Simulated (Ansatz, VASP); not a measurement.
# One calculation of Mo, two programs

File INCAR:

```
SYSTEM = Mo
ALGO = Fast ; EDIFF = 1E-7
ENCUT = 520 ; GGA = PE
ISIF = 2 ; ISMEAR = 0
LASPH = .TRUE. ; LCHARG = .TRUE.
LELF = .TRUE. ; LREAL = .FALSE.
LVHAR = .TRUE. ; LWAVE = .FALSE.
NBANDS = 13 ; NELM = 60
PREC = Accurate ; SIGMA = 0.15
```

The input KPOINTS:

```
k-points
0
G
  22 22 22
  0 0 0
```

The input POSCAR:

```
Mo
1.0
   -1.4453200000      1.4453200000      1.5081600000
    1.4453200000     -1.4453200000      1.5081600000
    1.4453200000      1.4453200000     -1.5081600000
Mo
1
Direct
    0.0000000000      0.0000000000      0.0000000000
```

Input for Ansatz:

```yaml
crystal:
  lattice:
    - [-1.44532, 1.44532, 1.50816]
    - [1.44532, -1.44532, 1.50816]
    - [1.44532, 1.44532, -1.50816]
  atoms:
    - { symbol: Mo, position: [0.0, 0.0, 0.0] }
basis:
  ecutwfc: 420
kpoints:
  mp_grid: { grid: [22, 22, 22] }
hamiltonian:
  xc: pbe
scf:
  occupations: { method: gaussian, width: 0.15 }
output:
  forces: true
  stress: true
  eigenvalues: true
  write_density: true
  write_potential: true
  elf: true
  volumetric_format: npy
```

Change from the starting cell: strain -0.080 along x and y, -0.040 along z, atoms carried along.

Alike in both runs: task single point; functional PBE; k mesh 22 × 22 × 22; occupations gaussian, width 0.15 eV; no spin polarisation.

```csv
,VASP,Ansatz
version,VASP 6.6.1,Ansatz 0.2.0
potentials or method,"VASP PAW PBE potentials, release 64 (Mo_sv), cutoff 520 eV","scalar-relativistic, plane waves, PAW"
valence electrons in the cell,14,14
```

```tsv
	VASP	Ansatz	Ansatz less VASP
gap on the k mesh at the Fermi level (eV)	none	none	-
pressure (GPa)	94.6	93.1	-1.42
traceless stress, the component that is largest in VASP (GPa)	-13.52	-13.53	-0.009
```

A gap of «none» marks a metal or a gap that the smearing closes. Both programs put the cell under a high pressure, so it lies far from rest at this level.

Noted on VASP's run: the cell as given lies far from equilibrium.
